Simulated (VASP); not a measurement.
# C (P1) in VASP: relaxation of cell and atoms with PBE

Aim: the relaxation of cell and atoms of C with PBE.

Program: VASP 6.6.1. These are calculated values, not measurements. Logs are shortened: lines on timing, memory, paths and dates and some standing lists are left out, and cuts for length are marked.

**1. The cell of the first run**

The typed cell holds 4 atoms: a = 2.460 Å, b = 4.319 Å, c = 4.502 Å, α = 89.71°, β = 89.49°, γ = 92.76°.

**2. Relaxation of cell and atoms, PBE**

INCAR reads:

```
SYSTEM = C
  PREC = Accurate
  ENCUT = 600
  EDIFF = 1E-6
  ISMEAR = 0
  SIGMA = 0.2
  LREAL = .FALSE.
  LASPH = .TRUE.
  NELM = 60
  ALGO = Normal
  ISIF = 3
  LWAVE = .FALSE.
  LCHARG = .FALSE.
  GGA = PE
  IBRION = 2
  NSW = 80
  EDIFFG = -0.025
```

KPOINTS reads:

```
Automatic mesh
0
G
  8 6 6
  0 0 0
```

POSCAR reads:

```
C
1.0
    1.2816121701     -2.1003209107     -0.0110252677
   -3.7906197243     -2.0690188346     -0.0110404688
   -0.0000136478     -0.0228678664     -4.5019972980
C
4
Direct
   -0.0243461445      0.6661176187      0.4979031687
    0.5112848415      0.1698956805      0.4673348189
    0.4633728980      0.8257352406      0.5096308238
    0.0496884050      0.3382514601      0.5251311886
```

Potentials or basis: VASP PAW PBE potentials, release 64 (C).

The run is started by

```
> cat potpaw_PBE.64/C/POTCAR > POTCAR
> mpirun -np 1 vasp_std > vasp.out
```

OUTCAR:

```text
SYSTEM = C
   PREC = Accurate
   ENCUT = 600
   EDIFF = 1E-6
   ISMEAR = 0
   LREAL = .FALSE.
   LASPH = .TRUE.
   NELM = 60
   ISIF = 3
   GGA = PE
   IBRION = 2
   NSW = 80
   EDIFFG = -0.025

 ion  position               nearest neighbor table
   1  0.976  0.666  0.498-   3 1.36   4 1.44   3 1.47
   2  0.511  0.170  0.467-   4 1.40   3 1.50   4 1.51
   3  0.463  0.826  0.510-   1 1.36   1 1.47   2 1.50
   4  0.050  0.338  0.525-   2 1.40   1 1.44   2 1.51

  LATTYP: Found a triclinic cell.
 ALAT       =     4.8661072446
 B/A-ratio  =     0.5056377672
 C/A-ratio  =     0.9251862218
 COS(alpha) =     0.0088151915
 COS(beta)  =     0.0088881969
 COS(gamma) =     0.4628432068

  Lattice vectors:

 A1 = (   2.5090075542,   4.1693397453,   0.0220657365)
 A2 = (  -1.2816121701,   2.1003209107,   0.0110252677)
 A3 = (   0.0000136478,   0.0228678664,   4.5019972980)

Analysis of symmetry for initial positions (statically):
=====================================================================
 Subroutine PRICEL returns:
 Original cell was already a primitive cell.

 Routine SETGRP: Setting up the symmetry group for a
 triclinic supercell.

 Subroutine GETGRP returns: Found  1 space group operations
 (whereof  1 operations were pure point group operations)
 out of a pool of  2 trial point group operations.

The static configuration has the point symmetry C_1 .

Analysis of symmetry for dynamics (positions and initial velocities):
=====================================================================
 Subroutine PRICEL returns:
 Original cell was already a primitive cell.

 Routine SETGRP: Setting up the symmetry group for a
 triclinic supercell.

 Subroutine GETGRP returns: Found  1 space group operations
 (whereof  1 operations were pure point group operations)
 out of a pool of  2 trial point group operations.

The dynamic configuration has the point symmetry C_1 .

 Subroutine INISYM returns: Found  1 space group operations
 (whereof  1 operations are pure point group operations),
 and found     1 'primitive' translations

----------------------------------------------------------------------------------------

                                     Primitive cell

  volume of cell :      47.7793

  direct lattice vectors                    reciprocal lattice vectors
     1.281612170 -2.100320911 -0.011025268     0.194947671 -0.357170509  0.001813654
    -3.790619724 -2.069018835 -0.011040469    -0.197897111 -0.120759696  0.000613998
    -0.000013648 -0.022867866 -4.501997298     0.000007891  0.001170846 -0.222129581

  length of vectors
     2.460487602  4.318536642  4.502055376     0.406913573  0.231833017  0.222132667

  position of ions in fractional coordinates (direct lattice)
     0.975653855  0.666117619  0.497903169
     0.511284842  0.169895680  0.467334819
     0.463372898  0.825735241  0.509630824
     0.049688405  0.338251460  0.525131189

  ion indices of the primitive-cell ions
   primitive index   ion index
                 1           1
                 2           2
                 3           3
                 4           4

----------------------------------------------------------------------------------------

 KPOINTS: Automatic mesh

Automatic generation of k-mesh.
 Grid dimensions read from file:
 generate k-points for:    8    6    6

 Generating k-lattice:

  Cartesian coordinates                     Fractional coordinates (reciprocal lattice)
     0.024368459 -0.044646314  0.000226707     0.125000000 -0.000000000 -0.000000000
    -0.032982852 -0.020126616  0.000102333     0.000000000  0.166666667  0.000000000
     0.000001315  0.000195141 -0.037021597    -0.000000000  0.000000000  0.166666667

  Length of vectors
     0.050864197  0.038638836  0.037022111

  Shift w.r.t. Gamma in fractional coordinates (k-lattice)
     0.000000000  0.000000000  0.000000000

 Subroutine IBZKPT returns following result:
 ===========================================

 Found    148 irreducible k-points:

 Following reciprocal coordinates:
            Coordinates               Weight
  0.000000  0.000000  0.000000      1.000000
  0.125000 -0.000000 -0.000000      2.000000
  0.250000 -0.000000 -0.000000      2.000000
  0.375000  0.000000 -0.000000      2.000000
  0.500000 -0.000000 -0.000000      1.000000
 -0.000000  0.166667 -0.000000      2.000000
[... 16 lines left out ...]
  0.125000  0.500000  0.000000      2.000000
  0.250000  0.500000 -0.000000      2.000000
 [... further k-points ...]
   k-points           NKPTS =    148   k-points in BZ     NKDIM =    148   number of bands    NBANDS=     12
   number of dos      NEDOS =    301   number of ions     NIONS =      4
   total plane-waves  NPLWV =  25920
   dimension x,y,z NGX =    20 NGY =   36 NGZ =   36
   dimension x,y,z NGXF=    40 NGYF=   72 NGZF=   72
   ions per type =               4
   NGX,Y,Z   is equivalent  to a cutoff of  13.51, 13.86, 13.29 a.u.
   NGXF,Y,Z  is equivalent  to a cutoff of  27.03, 27.72, 26.59 a.u.
 SYSTEM =  C
   PREC   = accura    normal or accurate (medium, high low for compatibility)
   ISTART =      0    job   : 0-new  1-cont  2-samecut
   ICHARG =      2    charge: 1-file 2-atom 10-const
   ISPIN  =      1    spin polarized calculation?
   LNONCOLLINEAR =      F non collinear calculations
   LSORBIT =      F    spin-orbit coupling
   LASPH  =      T    aspherical Exc in radial PAW
   ENCUT  =  600.0 eV  44.10 Ry    6.64 a.u.   4.91  8.63  8.99*2*pi/ulx,y,z
   NELM   =     60;   NELMIN=  2; NELMDL= -5     # of ELM steps
   EDIFF  = 0.1E-05   stopping-criterion for ELM
   LREAL  =      F    real-space projection
   EDIFFG = -.3E-01   stopping-criterion for IOM
   NSW    =     80    number of steps for IOM
   IBRION =      2    ionic relax: 0-MD 1-quasi-New 2-CG
   NFREE  =      1    steps in history (QN), initial steepest desc. (CG)
   ISIF   =      3    stress and relaxation
   ISYM   =      2    0-nonsym 1-usesym 2-fastsym
   POTIM  = 0.5000    time-step for ionic-motion
   TEBEG  =    0.0;   TEEND  =   0.0 temperature during run
   PSTRESS=    0.0 pullay stress
   NELECT =      16.0000    total number of electrons
   NUPDOWN=      -1.0000    fix difference up-down
   EMIN   =  10.00;   EMAX   =-10.00  energy-range for DOS
   EFERMI =   0.00;   METHOD = LEGACY
   ISMEAR =     0;   SIGMA  =   0.20  broadening in eV -4-tet -1-fermi 0-gaus
   EFERMI_NEDOS =   21; number of points for ismear=-14 and -15
   IALGO  =     38    algorithm
   IMIX   =      4    mixing-type and parameters
     AMIX     =   0.40;   BMIX     =  1.00
     AMIX_MAG =   1.60;   BMIX_MAG =  1.00
  volume/ion in A,a.u.               =      11.94        80.61
  Fermi-wavevector in a.u.,A,eV,Ry     =   1.136846  2.148327 17.584418  1.292418
  Thomas-Fermi vector in A             =   2.273551
   LORBIT       =      0    0 simple, 1 ext, 2 COOP (PROOUT), +10 PAW based schemes
   GGA     = PE    functional components
   LHFCALC =     F    Hartree Fock is set to
   AEXX    =    0.0000 exact exchange contribution
   IVDW    =     0    specifies the selected vdW correction
   LEPSILON=     F    determine dielectric tensor
   LRPA    =     F    only Hartree local field effects (RPA)
 conjugate gradient relaxation of ions
 non-spin polarized calculation
 Gauss-broadening in eV      SIGMA  =   0.20
  energy-cutoff  :      600.00
  volume of cell :       47.78
 maximum number of plane-waves:      1615
   NGX =  9   NGY = 17   NGZ = 17

--------------------------------------- Ionic step        1  -------------------------------------------

 number of electron      16.0000000 magnetization

 Free energy of the ion-electron system (eV)
  ---------------------------------------------------
  ext. energy  EPLUGINS =         0.00000000
  ---------------------------------------------------
  free energy    TOTEN  =       -35.83142835 eV

  energy without entropy =      -35.83092970  energy(sigma->0) =      -35.83117902

------------------------ aborting loop because EDIFF is reached ----------------------------------------

  FORCE on cell =-STRESS in cart. coord.  units (eV):
  Direction    XX          YY          ZZ          XY          YZ          ZX
  --------------------------------------------------------------------------------------
  -------------------------------------------------------------------------------------
  Total       -4.8876959      4.0699188     -1.0823751      0.8289867     -0.5046493      0.4992127
  in kB     -163.8984737    136.4760614    -36.2951426     27.7983044    -16.9223408     16.7400341
  external PRESSURE =     -21.2391850 kB  Pullay stress =       0.0000000 kB
[... 95 lines left out ...]
  FREE ENERGIE OF THE ION-ELECTRON SYSTEM (eV)
  ---------------------------------------------------
  free  energy   TOTEN  =       -36.6192723945 eV

  energy  without entropy=      -36.6192720183  energy(sigma->0) =      -36.61927221

[... ionic steps 4 to 15 ...]

--------------------------------------- Ionic step       16  -------------------------------------------

 number of electron      16.0000001 magnetization

------------------------ aborting loop because EDIFF is reached ----------------------------------------
[... 71 lines left out ...]
--------------------------------------- Ionic step       18  -------------------------------------------

 number of electron      16.0000001 magnetization

 Free energy of the ion-electron system (eV)
  ---------------------------------------------------
  ext. energy  EPLUGINS =         0.00000000
  ---------------------------------------------------
  free energy    TOTEN  =       -36.91725122 eV

  energy without entropy =      -36.91724923  energy(sigma->0) =      -36.91725022

 E-fermi :   2.5086     XC(G=0):  -8.4647

 val. band max:        1.9766464321   @ k =   0.3750   0.0000  -0.0000
 cond. band min:       3.0431306457   @ k =   0.3750  -0.0000   0.5000
 fundamental gap:      1.0664842136
 Fermi energy:         2.5086493043

 k-point     1 :       0.0000    0.0000    0.0000
  band No.  band energies     occupation
      1     -17.0153      2.00000
      2     -11.7600      2.00000
      3     -10.7383      2.00000
      4      -4.9153      2.00000
      5      -3.9184      2.00000
      6      -0.5488      2.00000
      7      -0.5254      2.00000
      8       0.2756      2.00000
      9       4.3491      0.00000
     10       5.4937      0.00000
     11       9.8192      0.00000
     12      10.7727      0.00000
[... 331 lines left out ...]
 k-point    24 :       0.2500    0.5000   -0.0000
  band No.  band energies     occupation
      1     -14.4715      2.00000
      2     -14.4697      2.00000
      3      -6.5177      2.00000
      4      -6.5149      2.00000
      5      -4.1521      2.00000
      6      -4.1486      2.00000
      7      -1.9851      2.00000
      8      -1.9838      2.00000
      9       7.7805      0.00000
     10       7.7827      0.00000
     11       8.8797      0.00000
     12       8.8805      0.00000

 [... further k-points ...]

------------------------ aborting loop because EDIFF is reached ----------------------------------------

  FORCE on cell =-STRESS in cart. coord.  units (eV):
  Direction    XX          YY          ZZ          XY          YZ          ZX
  --------------------------------------------------------------------------------------
  -------------------------------------------------------------------------------------
  Total       -0.0084008      0.0033610     -0.0675191      0.0053270      0.0004700      0.0005693
  in kB       -0.2874530      0.1150050     -2.3103277      0.1822776      0.0160835      0.0194798
  external PRESSURE =      -0.8275919 kB  Pullay stress =       0.0000000 kB
[... 19 lines left out ...]
  FREE ENERGIE OF THE ION-ELECTRON SYSTEM (eV)
  ---------------------------------------------------
  free  energy   TOTEN  =       -36.9172512180 eV

  energy  without entropy=      -36.9172492297  energy(sigma->0) =      -36.91725022

 reached required accuracy - stopping structural energy minimisation
```

Wall time 13 min (1 thread of Intel Xeon Platinum 8259CL at 2.50GHz (Skylake/Cascade Lake), shared host); peak memory 0.22 GiB.

Results:

```yaml
Free_energy: -36.9173 eV
Relaxed_volume: 11.71 Å³/atom
Relaxed_cell: a = 2.468 Å, b = 4.270 Å, c = 4.443 Å, α = 89.58°, β = 89.79°, γ = 90.00°
Space_group_after_relaxing_to_0.1_Å: P6/mmm (No. 191)
Energy_gained_by_relaxing: 271.5 meV/atom
Ionic_steps: 18
Pressure_after_relaxing: -0.1 GPa
Largest_force_after_relaxing: 0.025 eV/Å
```

Forces on the atoms (eV/Å):
```
C    0.002  0.005 -0.009
C   -0.003 -0.017  0.018
C    0.004  0.006 -0.017
C   -0.003  0.006  0.008
```

The path:
```
step  energy change (eV)  largest force (eV/Å)  pressure (GPa)  volume (Å³)
   1              0.0000                5.8342           -2.12        47.78
   2              1.4697               11.7271           18.06        46.55
   3             -0.7878                2.7260           -1.21        47.37
   4             -0.7930                4.1580            2.57        46.59
   5             -1.0313                1.1413            0.51        46.97
   6             -1.0084                2.6192            0.00        47.06
   7             -1.0642                0.7912            0.11        47.01
   8             -1.0793                0.4854           -0.70        47.08
   9             -1.0825                0.2477           -0.48        47.06
  10             -1.0841                0.3437            0.28        46.91
  11             -1.0850                0.1204           -0.02        46.97
  12             -1.0853                0.1114            0.00        46.94
  13             -1.0855                0.0417            0.00        46.95
  14             -1.0856                0.0702           -0.13        46.94
  15             -1.0856                0.0436           -0.09        46.94
  16             -1.0857                0.0267           -0.14        46.92
  17             -1.0858                0.0378           -0.22        46.88
  18             -1.0858                0.0250           -0.08        46.82
```

Final structure:
```xyz
4
Lattice="1.2342 -2.1377 -0.0045 -3.6980 -2.1347 -0.0156 -0.0099 -0.0155 -4.4425" Properties=species:S:1:pos:R:3 pbc="T T T"
C    -2.4698   -1.4309   -2.2304
C    -0.0038   -1.4318   -2.2276
C    -2.4699   -2.8560   -2.2351
C    -0.0038   -2.8573   -2.2321
```

Caveat: this functional lacks dispersion, which binds layers or chains, so the pressure and a relaxed spacing across them are unreliable.
